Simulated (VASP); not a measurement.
# Na (Im-3m) in VASP: further runs, part 2 of 2

VASP 6.6.1.

## 3. Single point, PBE

Contents of INCAR:

```
SYSTEM = Na
ALGO = Normal ; EDIFF = 1E-7
ENCUT = 520 ; GGA = PE
ISIF = 2 ; ISMEAR = -1
LASPH = .True. ; LCHARG = .False.
LREAL = .False. ; LWAVE = .False.
NBANDS = 14 ; NELM = 60
PREC = Accurate ; SIGMA = 0.05
```

Contents of KPOINTS:

```
k-points
0
Gamma
  10 10 6
  0 0 0
```

Contents of POSCAR:

```
Na
1.0
   -2.0985628867      2.0985628867      2.0985628867
    2.0985628867     -2.0985628867      2.0985628867
    4.1971257734      4.1971257734      0.0000000000
Na
2
Direct
    0.0000000000      0.0000000000      0.0000000000
    0.5000000000      0.5000000000      0.5000000000
```

Potentials or basis: VASP PAW PBE potentials, release 64 (Na_pv).

Launch:

```bash
cat potpaw_PBE.64/Na_pv/POTCAR > POTCAR
mpirun -np 1 vasp_std > vasp.out
```

OUTCAR:

```text
SYSTEM = Na
   EDIFF = 1E-7
   ENCUT = 520
   GGA = PE
   ISIF = 2
   ISMEAR = -1
   LASPH = .True.
   LREAL = .False.
   NELM = 60
   PREC = Accurate

 ion  position               nearest neighbor table
   1  0.000  0.000  0.000-
   2  0.500  0.500  0.500-

  LATTYP: Found a base centered orthorhombic cell.
 ALAT       =     4.1971257734
 B/A-ratio  =     1.4142135624
 C/A-ratio  =     1.4142135624

  Lattice vectors:

 A1 = (  -2.0985628867,   2.0985628867,   2.0985628867)
 A2 = (   2.0985628867,  -2.0985628867,   2.0985628867)
 A3 = (   4.1971257734,   4.1971257734,   0.0000000000)

Analysis of symmetry for initial positions (statically):
=====================================================================
 Subroutine PRICEL returns following result:

  LATTYP: Found a body centered cubic cell.
 ALAT       =     4.1971257734

  Lattice vectors:

 A1 = (  -2.0985628867,   2.0985628867,  -2.0985628867)
 A2 = (  -2.0985628867,  -2.0985628867,   2.0985628867)
 A3 = (   2.0985628867,   2.0985628867,   2.0985628867)

   2 primitive cells build up your supercell.

 Routine SETGRP: Setting up the symmetry group for a
 base centered orthorhombic supercell.

 Subroutine GETGRP returns: Found  8 space group operations
 (whereof  8 operations were pure point group operations)
 out of a pool of  8 trial point group operations.

The static configuration has the point symmetry D_2h.

Analysis of symmetry for dynamics (positions and initial velocities):
=====================================================================
 Subroutine PRICEL returns following result:

  LATTYP: Found a body centered cubic cell.
 ALAT       =     4.1971257734

  Lattice vectors:

 A1 = (  -2.0985628867,   2.0985628867,  -2.0985628867)
 A2 = (  -2.0985628867,  -2.0985628867,   2.0985628867)
 A3 = (   2.0985628867,   2.0985628867,   2.0985628867)

   2 primitive cells build up your supercell.

 Routine SETGRP: Setting up the symmetry group for a
 base centered orthorhombic supercell.

 Subroutine GETGRP returns: Found  8 space group operations
 (whereof  8 operations were pure point group operations)
 out of a pool of  8 trial point group operations.

The dynamic configuration has the point symmetry D_2h.

 Subroutine INISYM returns: Found  8 space group operations
 (whereof  8 operations are pure point group operations),
 and found     2 'primitive' translations

----------------------------------------------------------------------------------------

                                     Primitive cell

  volume of cell :      36.9680

  direct lattice vectors                    reciprocal lattice vectors
    -2.098562887  2.098562887 -2.098562887    -0.238258288  0.238258288  0.000000000
    -2.098562887 -2.098562887  2.098562887    -0.238258288  0.000000000  0.238258288
     2.098562887  2.098562887  2.098562887     0.000000000  0.238258288  0.238258288

  length of vectors
     3.634817543  3.634817543  3.634817543     0.336948102  0.336948102  0.336948102

  position of ions in fractional coordinates (direct lattice)
     0.000000000  0.000000000  0.000000000

  ion indices of the primitive-cell ions
   primitive index   ion index
                 1           1
[... 34 lines left out ...]
  0.500000  0.000000  0.000000      2.000000
[... 16 lines left out ...]
  0.300000  0.300000  0.000000      2.000000
  0.400000  0.300000  0.000000      4.000000
 [... further k-points ...]
   k-points           NKPTS =    124   k-points in BZ     NKDIM =    124   number of bands    NBANDS=     14
   number of dos      NEDOS =    301   number of ions     NIONS =      2
   total plane-waves  NPLWV =  37632
   dimension x,y,z NGX =    28 NGY =   28 NGZ =   48
   dimension x,y,z NGXF=    56 NGYF=   56 NGZF=   96
   ions per type =               2
   NGX,Y,Z   is equivalent  to a cutoff of  12.81, 12.81, 13.44 a.u.
   NGXF,Y,Z  is equivalent  to a cutoff of  25.61, 25.61, 26.89 a.u.
 SYSTEM =  Na
   PREC   = accura    normal or accurate (medium, high low for compatibility)
   ISTART =      0    job   : 0-new  1-cont  2-samecut
   ICHARG =      2    charge: 1-file 2-atom 10-const
   ISPIN  =      1    spin polarized calculation?
   LNONCOLLINEAR =      F non collinear calculations
   LSORBIT =      F    spin-orbit coupling
   LASPH  =      T    aspherical Exc in radial PAW
   ENCUT  =  520.0 eV  38.22 Ry    6.18 a.u.   6.76  6.76 11.04*2*pi/ulx,y,z
   NELM   =     60;   NELMIN=  2; NELMDL= -5     # of ELM steps
   EDIFF  = 0.1E-06   stopping-criterion for ELM
   LREAL  =      F    real-space projection
   EDIFFG = 0.1E-05   stopping-criterion for IOM
   NSW    =      0    number of steps for IOM
   IBRION =     -1    ionic relax: 0-MD 1-quasi-New 2-CG
   NFREE  =      0    steps in history (QN), initial steepest desc. (CG)
   ISIF   =      2    stress and relaxation
   ISYM   =      2    0-nonsym 1-usesym 2-fastsym
   POTIM  = 0.5000    time-step for ionic-motion
   TEBEG  =    0.0;   TEEND  =   0.0 temperature during run
   PSTRESS=    0.0 pullay stress
   NELECT =      14.0000    total number of electrons
   NUPDOWN=      -1.0000    fix difference up-down
   EMIN   =  10.00;   EMAX   =-10.00  energy-range for DOS
   EFERMI =   0.00;   METHOD = LEGACY
   ISMEAR =    -1;   SIGMA  =   0.05  broadening in eV -4-tet -1-fermi 0-gaus
   EFERMI_NEDOS =   21; number of points for ismear=-14 and -15
   IALGO  =     38    algorithm
   IMIX   =      4    mixing-type and parameters
     AMIX     =   0.40;   BMIX     =  1.00
     AMIX_MAG =   1.60;   BMIX_MAG =  1.00
  volume/ion in A,a.u.               =      36.97       249.47
  Fermi-wavevector in a.u.,A,eV,Ry     =   0.940082  1.776497 12.024194  0.883753
  Thomas-Fermi vector in A             =   2.067458
   LORBIT       =      0    0 simple, 1 ext, 2 COOP (PROOUT), +10 PAW based schemes
   GGA     = PE    functional components
   LHFCALC =     F    Hartree Fock is set to
   AEXX    =    0.0000 exact exchange contribution
   IVDW    =     0    specifies the selected vdW correction
   LEPSILON=     F    determine dielectric tensor
   LRPA    =     F    only Hartree local field effects (RPA)
 non-spin polarized calculation
  energy-cutoff  :      520.00
  volume of cell :       73.94
 maximum number of plane-waves:      2012
   NGX = 13   NGY = 13   NGZ = 23

 number of electron      14.0000016 magnetization

 Free energy of the ion-electron system (eV)
  ---------------------------------------------------
  ext. energy  EPLUGINS =         0.00000000
  ---------------------------------------------------
  free energy    TOTEN  =        -2.62052797 eV

  energy without entropy =       -2.61133069  energy(sigma->0) =       -2.61592933

 E-fermi :   0.3223     XC(G=0):  -6.5095

 val. band max:        0.3073364306   @ k =   0.4000   0.2000   0.0000
 cond. band min:       0.3232473082   @ k =   0.2000   0.2000   0.3333
 fundamental gap:      0.0159108777
 Fermi energy:         0.3223108717

 k-point     1 :       0.0000    0.0000    0.0000
  band No.  band energies     occupation
      1     -24.5983      2.00000
      2     -24.5747      2.00000
      3     -24.5625      2.00000
      4     -24.5624      2.00000
      5     -24.5623      2.00000
      6     -24.5622      2.00000
      7      -2.9470      2.00000
      8       1.0954      0.00000
      9       1.5581      0.00000
     10       8.5548      0.00000
     11       9.5128      0.00000
     12       9.6136      0.00000
     13      10.7095      0.00000
     14      12.0877      0.00000
[... 377 lines left out ...]
      1     -24.5907      2.00000
      2     -24.5883      2.00000
      3     -24.5830      2.00000
      4     -24.5807      2.00000
      5     -24.5771      2.00000
      6     -24.5694      2.00000
      7       1.2345      0.00000
      8       1.2523      0.00000
      9       2.9143      0.00000
     10       4.9920      0.00000
     11       4.9958      0.00000
     12       5.6204      0.00000
     13       6.1504      0.00000
     14       6.6217      0.00000

 [... further k-points ...]

------------------------ aborting loop because EDIFF is reached ----------------------------------------

  FORCE on cell =-STRESS in cart. coord.  units (eV):
  Direction    XX          YY          ZZ          XY          YZ          ZX
  --------------------------------------------------------------------------------------
  -------------------------------------------------------------------------------------
  Total        0.0160886      0.0160886     -0.0286807     -0.0234396      0.0000000     -0.0000000
  in kB        0.3486365      0.3486365     -0.6215052     -0.5079318      0.0000000     -0.0000000
  external PRESSURE =       0.0252559 kB  Pullay stress =       0.0000000 kB

 VOLUME and BASIS-vectors are now :
 -----------------------------------------------------------------------------
  energy-cutoff  :      520.00
  volume of cell :       73.94
      direct lattice vectors                 reciprocal lattice vectors
    -2.098562887  2.098562887  2.098562887    -0.119129144  0.119129144  0.238258288
     2.098562887 -2.098562887  2.098562887     0.119129144 -0.119129144  0.238258288
     4.197125773  4.197125773  0.000000000     0.119129144  0.119129144  0.000000000

 POSITION                                       TOTAL-FORCE (eV/Angst)
 -----------------------------------------------------------------------------------
      0.00000      0.00000      0.00000         0.000000     -0.000000     -0.000000
      2.09856      2.09856      2.09856        -0.000000      0.000000      0.000000
 -----------------------------------------------------------------------------------
    total drift:                                0.000000      0.000000      0.000000

  FREE ENERGIE OF THE ION-ELECTRON SYSTEM (eV)
  ---------------------------------------------------
  free  energy   TOTEN  =        -2.6205279717 eV

  energy  without entropy=       -2.6113306887  energy(sigma->0) =       -2.61592933
```

stdout:

```text
POSCAR found type information on POSCAR Na
 POSCAR found :  1 types and       2 ions
 scaLAPACK will be used
 LDA part: xc-table for (Slater+PW92), standard interpolation
 POSCAR, INCAR and KPOINTS ok, starting setup
 FFT: planning ... GRIDC
 FFT: planning ... GRID_SOFT
 FFT: planning ... GRID
 WAVECAR not read
 entering main loop
```

It took 2.8 min on 1 thread of Intel Xeon 8259CL, shared host; peak memory 0.23 GiB.

Results:

```
Free energy            : -2.6205 eV
Pressure               : 0.0 GPa
Band gap on the k mesh : zero (band 7 reaches 2.39 eV, above the bottom of band 8 at -1.85 eV)
```

Levels at points of the mesh, in eV from the Fermi level:
```
           k point  band 4  band 5  band 6  band 7  band 8  band 9  band 10  band 11
(0.00, 0.00, 0.00)  -24.88  -24.88  -24.88   -3.27    0.77    1.24     8.23     9.19
(0.50, 0.00, 0.00)  -24.90  -24.89  -24.89   -0.06   -0.06    3.72     3.72     4.49
(0.50, 0.50, 0.00)  -24.91  -24.90  -24.88    0.77    1.24    4.54     4.54     4.92
(0.00, 0.00, 0.50)  -24.89  -24.88  -24.88   -2.18   -2.18    6.04     6.04     9.27
(0.50, 0.00, 0.50)  -24.90  -24.88  -24.88    0.77    0.77    1.24     1.24     8.23
(0.50, 0.50, 0.50)  -24.90  -24.90  -24.90    1.75    1.75    2.28     2.28     5.84
```
